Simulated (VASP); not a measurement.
Rb3Ba: single point with PBEsol

Rb3Ba:

```xyz
4
Lattice="-2.7425 2.7425 6.0238 2.7425 -2.7425 6.0238 2.7425 2.7425 -6.0238" Properties=species:S:1:pos:R:3 pbc="T T T"
Ba    0.0000    0.0000    0.0000
Rb    0.0000    0.0000    6.0238
Rb    2.7425    0.0000    3.0119
Rb    0.0000    2.7425    3.0119
```

- Program: VASP 6.6.1
- Task: single point
- Functional: PBEsol
- Potentials or basis: VASP PAW PBE potentials, release 64 (Ba_sv, Rb_sv)
- Cutoff: 520 eV
- k mesh: 6 × 6 × 6
- Occupations: fermi-dirac, width 0.05 eV
- Spin: no spin polarisation
- Dipole correction: no
- Further INCAR settings: ALGO = Fast; EDIFF = 1e-07; NBANDS = 26

```yaml
Pressure: 5.0 GPa
Band_gap_on_the_k_mesh: zero (an odd number of electrons rules out a gap without spin polarisation)
```

Levels at points of the mesh, in eV from the Fermi level:
```tsv
k point	band 15	band 16	band 17	band 18	band 19	band 20	band 21	band 22	band 23	band 24
(0.00, 0.00, 0.00)	-12.33	-12.31	-2.83	-0.58	-0.16	0.67	0.80	1.17	1.17	2.34
(0.50, 0.00, 0.00)	-12.47	-12.35	-0.97	-0.64	0.34	0.59	1.03	1.11	1.44	1.68
(0.50, 0.50, 0.00)	-12.33	-12.33	-0.60	-0.44	-0.02	0.34	0.88	1.40	1.95	1.99
(0.50, 0.50, 0.50)	-12.39	-12.39	-1.46	-1.22	-0.74	-0.27	0.43	0.43	1.02	2.19
```

Run time: 9.6 min on 1 thread of Oxide Virtual Turin-like Processor, on a shared host, peak memory 0.39 GiB.

Caveat: the cell stands under pressure; the PAW data sets were made with another functional, which shifts forces and pressure a little; spin-orbit coupling is left out, which moves the levels of the heavy elements.
